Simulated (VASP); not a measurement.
Write the native input for VASP 6.6.1 that does the following.

```yaml
Task: single point
Functional: PBE
Potentials_or_basis: VASP PAW PBE potentials, release 64 (Rb_sv, Br)
Cutoff: 520 eV
k_mesh: 6 × 6 × 6
Occupations: fermi-dirac, width 0.02 eV
Spin: no spin polarisation
Dipole_correction: no
Further_INCAR_settings: ALGO = Normal; EDIFF = 1e-07; NBANDS = 15
```

The structure of RbBr lies in POSCAR:

```
RbBr
1.0
    0.0000000000      3.8694968646      3.8694968646
    3.9569474938      0.0000000000      3.8694968646
    3.9569474938      3.8694968646      0.0000000000
Rb Br
1 1
Direct
    0.0000000000      0.0000000000      0.0000000000
    0.2500000000      0.2500000000      0.2500000000
```

This cell differs from its parent crystal: uniaxial x strain +2.3%.

These files were run (other wordings do the same):

INCAR

```
SYSTEM = RbBr
PREC = Accurate ; ENCUT = 520
EDIFF = 1E-7 ; ISMEAR = -1
SIGMA = 0.02 ; LREAL = .False.
LASPH = .True. ; NELM = 60
ALGO = Normal ; ISIF = 2
LWAVE = .False. ; LCHARG = .False.
GGA = PE ; NBANDS = 15
```

KPOINTS

```
regular mesh
0
Gamma
  6 6 6
  0 0 0
```

Potentials or basis: VASP PAW PBE potentials, release 64 (Rb_sv, Br).

Launch:

```sh
$ cat potpaw_PBE.64/Rb_sv/POTCAR potpaw_PBE.64/Br/POTCAR > POTCAR
$ mpirun -np 1 vasp_std > vasp.out
```

Results of the run:

```
Pressure               : 0.0 GPa
Band gap on the k mesh : 4.04 eV, indirect (least direct gap 4.12 eV)
```

Caveat: the cell differs from its parent crystal (uniaxial x strain +2.3%).

Wall time 29 s on 1 thread of Intel(R) Xeon(R) 6975P-C (Granite Rapids) (shared host), peak memory 0.27 GiB.
